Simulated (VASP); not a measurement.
# Sn (Immm) in VASP: further runs

Sn is run at these levels: LDA; tasks: single point.

Everything below comes from runs of VASP 6.6.1. Logs are shortened: lines on timing, memory, paths and dates and some standing lists are left out, and cuts for length are marked.

## 1. The cell of the first run

Symmetry: Immm, No. 71, orthorhombic system. Conventional cell: a = 3.453 Å, b = 3.551 Å, c = 4.677 Å, α = 90.00°, β = 90.00°, γ = 90.00°. Sn (site symmetry mmm) has 12 Sn at 3.41 to 3.55 Å within 4.5 Å.

## 2. Single point, LDA

Contents of INCAR:

```
SYSTEM = Sn
PREC     = Accurate       ! precision mode
ENCUT    = 520            ! plane-wave cutoff, eV
EDIFF    = 1E-7           ! SCF threshold, eV
ISMEAR   = -1             ! smearing method
SIGMA    = 0.1            ! smearing width, eV
LREAL    = .False.        ! projectors in reciprocal space
LASPH    = .True.         ! aspherical terms in the spheres
NELM     = 100            ! most SCF steps
ALGO     = Normal         ! electronic algorithm
ISIF     = 2              ! what is computed and relaxed
LWAVE    = .False.        ! write WAVECAR
LCHARG   = .False.        ! write CHGCAR
NBANDS   = 13             ! bands
```

Contents of KPOINTS:

```
regular mesh
0
Gamma
  12 12 12
  0 0 0
```

Contents of POSCAR:

```
Sn
1.0
   -1.7265390000      1.7755470000      2.3383420000
    1.7265390000     -1.7755470000      2.3383420000
    1.7265390000      1.7755470000     -2.3383420000
Sn
1
Direct
    0.0000000000      0.0000000000      0.0000000000
```

Potentials or basis: VASP PAW LDA potentials, release 64 (Sn_d).

On the command line:

```bash
cat potpaw_LDA.64/Sn_d/POTCAR > POTCAR
mpirun -np 1 vasp_std > vasp.out
```

OUTCAR:

```text
SYSTEM = Sn
   PREC = Accurate
   ENCUT = 520
   EDIFF = 1E-7
   ISMEAR = -1
   LREAL = .False.
   LASPH = .True.
   NELM = 100
   ISIF = 2

 ion  position               nearest neighbor table
   1  0.000  0.000  0.000-

  LATTYP: Found a body centered orthorhombic cell.
 ALAT       =     3.4530780000
 B/A-ratio  =     1.0283851103
 C/A-ratio  =     1.3543522620

  Lattice vectors:

 A1 = (  -1.7265390000,   1.7755470000,   2.3383420000)
 A2 = (   1.7265390000,  -1.7755470000,   2.3383420000)
 A3 = (   1.7265390000,   1.7755470000,  -2.3383420000)

Analysis of symmetry for initial positions (statically):
=====================================================================
 Subroutine PRICEL returns:
 Original cell was already a primitive cell.

 Routine SETGRP: Setting up the symmetry group for a
 body centered orthorhombic supercell.

 Subroutine GETGRP returns: Found  8 space group operations
 (whereof  8 operations were pure point group operations)
 out of a pool of  8 trial point group operations.

The static configuration has the point symmetry D_2h.

Analysis of symmetry for dynamics (positions and initial velocities):
=====================================================================
 Subroutine PRICEL returns:
 Original cell was already a primitive cell.

 Routine SETGRP: Setting up the symmetry group for a
 body centered orthorhombic supercell.

 Subroutine GETGRP returns: Found  8 space group operations
 (whereof  8 operations were pure point group operations)
 out of a pool of  8 trial point group operations.

The dynamic configuration has the point symmetry D_2h.

 Subroutine INISYM returns: Found  8 space group operations
 (whereof  8 operations are pure point group operations),
 and found     1 'primitive' translations

----------------------------------------------------------------------------------------

                                     Primitive cell

  volume of cell :      28.6732

  direct lattice vectors                    reciprocal lattice vectors
    -1.726539000  1.775547000  2.338342000     0.000000000  0.281603359  0.213826720
     1.726539000 -1.775547000  2.338342000     0.289596702  0.000000000  0.213826720
     1.726539000  1.775547000 -2.338342000     0.289596702  0.281603359  0.000000000

  length of vectors
     3.406075069  3.406075069  3.406075069     0.353584952  0.359983494  0.403938983

  position of ions in fractional coordinates (direct lattice)
     0.000000000  0.000000000  0.000000000

  ion indices of the primitive-cell ions
   primitive index   ion index
                 1           1

----------------------------------------------------------------------------------------

 KPOINTS: regular mesh

Automatic generation of k-mesh.
 Grid dimensions read from file:
 generate k-points for:   12   12   12

 Generating k-lattice:

  Cartesian coordinates                     Fractional coordinates (reciprocal lattice)
     0.000000000  0.023466947  0.017818893     0.083333333 -0.000000000  0.000000000
     0.024133058  0.000000000  0.017818893     0.000000000  0.083333333  0.000000000
     0.024133058  0.023466947  0.000000000     0.000000000 -0.000000000  0.083333333

  Length of vectors
     0.029465413  0.029998624  0.033661582

  Shift w.r.t. Gamma in fractional coordinates (k-lattice)
     0.000000000  0.000000000  0.000000000

 Subroutine IBZKPT returns following result:
 ===========================================

 Found    280 irreducible k-points:

 Following reciprocal coordinates:
            Coordinates               Weight
  0.000000  0.000000  0.000000      1.000000
  0.083333  0.000000 -0.000000      4.000000
  0.166667  0.000000 -0.000000      4.000000
  0.250000  0.000000 -0.000000      4.000000
  0.333333  0.000000  0.000000      4.000000
  0.416667  0.000000 -0.000000      4.000000
[... 16 lines left out ...]
  0.250000  0.166667  0.000000      8.000000
  0.333333  0.166667 -0.000000      8.000000
 [... further k-points ...]
   k-points           NKPTS =    280   k-points in BZ     NKDIM =    280   number of bands    NBANDS=     13
   number of dos      NEDOS =    301   number of ions     NIONS =      1
   total plane-waves  NPLWV =  21952
   dimension x,y,z NGX =    28 NGY =   28 NGZ =   28
   dimension x,y,z NGXF=    56 NGYF=   56 NGZF=   56
   ions per type =               1
   NGX,Y,Z   is equivalent  to a cutoff of  13.67, 13.67, 13.67 a.u.
   NGXF,Y,Z  is equivalent  to a cutoff of  27.33, 27.33, 27.33 a.u.
 SYSTEM =  Sn
   PREC   = accura    normal or accurate (medium, high low for compatibility)
   ISTART =      0    job   : 0-new  1-cont  2-samecut
   ICHARG =      2    charge: 1-file 2-atom 10-const
   ISPIN  =      1    spin polarized calculation?
   LNONCOLLINEAR =      F non collinear calculations
   LSORBIT =      F    spin-orbit coupling
   LASPH  =      T    aspherical Exc in radial PAW
   ENCUT  =  520.0 eV  38.22 Ry    6.18 a.u.   6.33  6.33  6.33*2*pi/ulx,y,z
   NELM   =    100;   NELMIN=  2; NELMDL= -5     # of ELM steps
   EDIFF  = 0.1E-06   stopping-criterion for ELM
   LREAL  =      F    real-space projection
   EDIFFG = 0.1E-05   stopping-criterion for IOM
   NSW    =      0    number of steps for IOM
   IBRION =     -1    ionic relax: 0-MD 1-quasi-New 2-CG
   NFREE  =      0    steps in history (QN), initial steepest desc. (CG)
   ISIF   =      2    stress and relaxation
   ISYM   =      2    0-nonsym 1-usesym 2-fastsym
   POTIM  = 0.5000    time-step for ionic-motion
   TEBEG  =    0.0;   TEEND  =   0.0 temperature during run
   PSTRESS=    0.0 pullay stress
   NELECT =      14.0000    total number of electrons
   NUPDOWN=      -1.0000    fix difference up-down
   EMIN   =  10.00;   EMAX   =-10.00  energy-range for DOS
   EFERMI =   0.00;   METHOD = LEGACY
   ISMEAR =    -1;   SIGMA  =   0.10  broadening in eV -4-tet -1-fermi 0-gaus
   EFERMI_NEDOS =   21; number of points for ismear=-14 and -15
   IALGO  =     38    algorithm
   IMIX   =      4    mixing-type and parameters
     AMIX     =   0.40;   BMIX     =  1.00
     AMIX_MAG =   1.60;   BMIX_MAG =  1.00
  volume/ion in A,a.u.               =      28.67       193.50
  Fermi-wavevector in a.u.,A,eV,Ry     =   1.289116  2.436076 22.610433  1.661820
  Thomas-Fermi vector in A             =   2.421028
   LORBIT       =      0    0 simple, 1 ext, 2 COOP (PROOUT), +10 PAW based schemes
   GGA     = CA    functional components
   LHFCALC =     F    Hartree Fock is set to
   AEXX    =    0.0000 exact exchange contribution
   IVDW    =     0    specifies the selected vdW correction
   LEPSILON=     F    determine dielectric tensor
   LRPA    =     F    only Hartree local field effects (RPA)
 non-spin polarized calculation
  energy-cutoff  :      520.00
  volume of cell :       28.67
 maximum number of plane-waves:       789
 NGX is ok and might be reduce to    28
   NGX = 13   NGY = 13   NGZ = 13

 number of electron      13.9999998 magnetization

 Free energy of the ion-electron system (eV)
  ---------------------------------------------------
  ext. energy  EPLUGINS =         0.00000000
  ---------------------------------------------------
  free energy    TOTEN  =        -4.39820581 eV

  energy without entropy =       -4.37556043  energy(sigma->0) =       -4.38688312

 E-fermi :   7.2325     XC(G=0): -10.3524

 val. band max:        7.2293656008   @ k =  -0.4167   0.2500   0.0833
 cond. band min:       7.2723800874   @ k =   0.4167  -0.4167   0.1667
 fundamental gap:      0.0430144866
 Fermi energy:         7.2324856758

 k-point     1 :       0.0000    0.0000    0.0000
  band No.  band energies     occupation
      1     -14.2199      2.00000
      2     -14.2058      2.00000
      3     -14.1833      2.00000
      4     -14.1533      2.00000
      5     -14.1202      2.00000
      6      -3.5449      2.00000
      7      14.1502      0.00000
      8      14.2956      0.00000
      9      14.6892      0.00000
     10      17.9611      0.00000
     11      18.4337      0.00000
     12      18.9411      0.00000
     13      19.0973      0.00000

 k-point     2 :       0.0833    0.0000   -0.0000
  band No.  band energies     occupation
      1     -14.2166      2.00000
      2     -14.2010      2.00000
      3     -14.1823      2.00000
      4     -14.1519      2.00000
      5     -14.1208      2.00000
      6      -3.4113      2.00000
      7      12.8403      0.00000
      8      14.1250      0.00000
      9      14.4368      0.00000
     10      17.3453      0.00000
     11      18.9749      0.00000
     12      19.4335      0.00000
     13      20.3699      0.00000

 k-point     3 :       0.1667    0.0000   -0.0000
  band No.  band energies     occupation
      1     -14.2094      2.00000
      2     -14.1933      2.00000
      3     -14.1801      2.00000
      4     -14.1427      2.00000
      5     -14.1205      2.00000
      6      -3.0108      2.00000
      7      10.4124      0.00000
      8      13.8556      0.00000
      9      13.8818      0.00000
     10      16.9971      0.00000
     11      19.4516      0.00000
     12      19.5389      0.00000
     13      20.3195      0.00000
[... 305 lines left out ...]
 k-point    23 :       0.2500    0.1667    0.0000
  band No.  band energies     occupation
      1     -14.1954      2.00000
      2     -14.1908      2.00000
      3     -14.1578      2.00000
      4     -14.1279      2.00000
      5     -14.0899      2.00000
      6      -1.2268      2.00000
      7       6.6990      1.99040
      8       9.2770      0.00000
      9      13.3383      0.00000
     10      16.8948      0.00000
     11      18.8531      0.00000
     12      19.4366      0.00000
     13      20.5359      0.00000

 k-point    24 :       0.3333    0.1667   -0.0000
  band No.  band energies     occupation
      1     -14.2022      2.00000
      2     -14.1828      2.00000
      3     -14.1617      2.00000
      4     -14.1057      2.00000
      5     -14.0838      2.00000
      6      -0.1958      2.00000
      7       4.7751      2.00000
      8       9.1315      0.00000
      9      12.6203      0.00000
     10      16.0307      0.00000
     11      18.9868      0.00000
     12      19.8168      0.00000
     13      21.8482      0.00000

 [... further k-points ...]

------------------------ aborting loop because EDIFF is reached ----------------------------------------

  FORCE on cell =-STRESS in cart. coord.  units (eV):
  Direction    XX          YY          ZZ          XY          YZ          ZX
  --------------------------------------------------------------------------------------
  -------------------------------------------------------------------------------------
  Total       -0.7961077     -0.8867692     -0.9019733      0.0000000      0.0000000      0.0000000
  in kB      -44.4842042    -49.5501045    -50.3996691      0.0000000      0.0000000      0.0000000
  external PRESSURE =     -48.1446593 kB  Pullay stress =       0.0000000 kB

 VOLUME and BASIS-vectors are now :
 -----------------------------------------------------------------------------
  energy-cutoff  :      520.00
  volume of cell :       28.67
      direct lattice vectors                 reciprocal lattice vectors
    -1.726539000  1.775547000  2.338342000     0.000000000  0.281603359  0.213826720
     1.726539000 -1.775547000  2.338342000     0.289596702  0.000000000  0.213826720
     1.726539000  1.775547000 -2.338342000     0.289596702  0.281603359  0.000000000

 POSITION                                       TOTAL-FORCE (eV/Angst)
 -----------------------------------------------------------------------------------
      0.00000      0.00000      0.00000         0.000000      0.000000      0.000000
 -----------------------------------------------------------------------------------
    total drift:                                0.000000      0.000000      0.000000

  FREE ENERGIE OF THE ION-ELECTRON SYSTEM (eV)
  ---------------------------------------------------
  free  energy   TOTEN  =        -4.3982058109 eV

  energy  without entropy=       -4.3755604252  energy(sigma->0) =       -4.38688312
```

It took 49 s on 1 thread of AMD EPYC 9R45 (Zen 5), shared host; peak memory 0.18 GiB.

What came out:

```yaml
Free_energy: -4.3982 eV
Pressure: -4.8 GPa
Band_gap_on_the_k_mesh: zero (band 7 reaches 14.15 eV, above the bottom of band 8 at 5.34 eV)
```

Levels at points of the mesh, in eV from the Fermi level:
```
           k point  band 3  band 4  band 5  band 6  band 7  band 8  band 9  band 10  band 11  band 12
(0.00, 0.00, 0.00)  -21.42  -21.39  -21.35  -10.78    6.92    7.06    7.46    10.73    11.20    11.71
(0.50, 0.00, 0.00)  -21.42  -21.32  -21.29   -6.89   -4.36    5.16    5.90     9.75    10.20    10.29
(0.00, 0.50, 0.00)  -21.41  -21.30  -21.30   -6.65   -4.29    4.74    5.61     9.26     9.74    10.15
(0.50, 0.50, 0.00)  -21.31  -21.30  -21.28   -5.29   -3.54    2.03    2.41     5.60     6.03    19.12
(0.50, 0.50, 0.50)  -21.31  -21.28  -21.28   -4.54   -3.05    1.19    1.82     4.71     5.57    19.18
```

Caveat: spin-orbit coupling is left out, which moves the levels of the heavy elements.

## 3. Single point, LDA

This run uses another cell than the first one, of 29.44 Å³/atom, 1.027 times its volume.

Contents of INCAR:

```
SYSTEM = Sn
PREC     = Accurate       ! precision mode
ENCUT    = 520            ! plane-wave cutoff, eV
EDIFF    = 1E-6           ! SCF threshold, eV
ISMEAR   = -1             ! smearing method
SIGMA    = 0.1            ! smearing width, eV
LREAL    = .False.        ! projectors in reciprocal space
LASPH    = .True.         ! aspherical terms in the spheres
NELM     = 80             ! most SCF steps
ALGO     = Normal         ! electronic algorithm
ISIF     = 2              ! what is computed and relaxed
LWAVE    = .False.        ! write WAVECAR
LCHARG   = .True.         ! write CHGCAR
GGA      = CA             ! functional
LELF     = .True.         ! ELF
LVHAR    = .True.       
NBANDS   = 13             ! bands
```

KPOINTS is that of step 2.

Contents of POSCAR:

```
Sn
1.0
   -1.7417515812      1.7911913920      2.3589451938
    1.7417515812     -1.7911913920      2.3589451938
    1.7417515812      1.7911913920     -2.3589451938
Sn
1
Direct
    0.0000000000      0.0000000000      0.0000000000
```

Potentials or basis: VASP PAW LDA potentials, release 64 (Sn_d).

On the command line:

```bash
cat potpaw_LDA.64/Sn_d/POTCAR > POTCAR
mpirun -np 1 vasp_std > vasp.out
```

Wall time 49 s (1 thread of AMD EPYC 9R45 (Zen 5), shared host); peak memory 0.19 GiB.

The run converged. Its results:

* Free energy: -4.3736 eV
* Pressure: -5.5 GPa
* Band gap on the k mesh: zero (band 7 reaches 13.65 eV, above the bottom of band 8 at 5.10 eV)

Stress tensor (GPa, compression positive):
```
-5.16  0.00  0.00
 0.00 -5.58  0.00
 0.00  0.00 -5.74
```

Levels at points of the mesh, in eV from the Fermi level:
```
           k point  band 5  band 6  band 7  band 8  band 9  band 10
(0.00, 0.00, 0.00)  -21.35  -10.60    6.72    6.86    7.24    10.69
(0.50, 0.00, 0.00)  -21.29   -6.85   -4.22    5.03    5.75     9.54
(0.00, 0.50, 0.00)  -21.30   -6.61   -4.16    4.62    5.46     9.07
(0.50, 0.50, 0.00)  -21.28   -5.31   -3.43    2.00    2.37     5.53
(0.50, 0.50, 0.50)  -21.28   -4.59   -2.96    1.18    1.79     4.67
```

Caveat: spin-orbit coupling is left out, which moves the levels of the heavy elements.

[end of part 1 of 2]
